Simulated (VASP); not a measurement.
**Zr: single point with PBEsol**

Crystal: Zr.

```
CELL_PARAMETERS angstrom
3.18789 0.00000 0.00000
-1.59395 2.76080 0.00000
0.00000 0.00000 5.10224
ATOMIC_POSITIONS crystal
Zr 0.33333 0.66667 0.25000
Zr 0.66667 0.33333 0.75000
```

```json
{
 "Program": "VASP 6.6.1",
 "Task": "single point",
 "Functional": "PBEsol",
 "Potentials or basis": "VASP PAW PBE potentials, release 64 (Zr_sv)",
 "Cutoff": "520 eV",
 "k mesh": "11 × 11 × 6",
 "Occupations": "fermi-dirac, width 0.05 eV",
 "Spin": "non-collinear spin, typed start, spin-orbit coupling",
 "Starting moments": "[[0.0, 0.0, 1.0], [0.0, 0.0, 1.0]] μB"
}
```

The pressure is 0.0 GPa. The net moment is 0.00 μB per cell and the valence electrons inside the program's atomic spheres are Zr 9.87.

Moments on the atoms (μB; x, y, z):
```
Zr  0.00 0.00 0.00
Zr  0.00 0.00 0.00
```

Run time: 4.5 min on 1 thread of Intel Xeon 8259CL, with other jobs on the host, peak memory 0.36 GiB.

Caveat: the PAW data sets were made with another functional, which shifts forces and pressure a little.
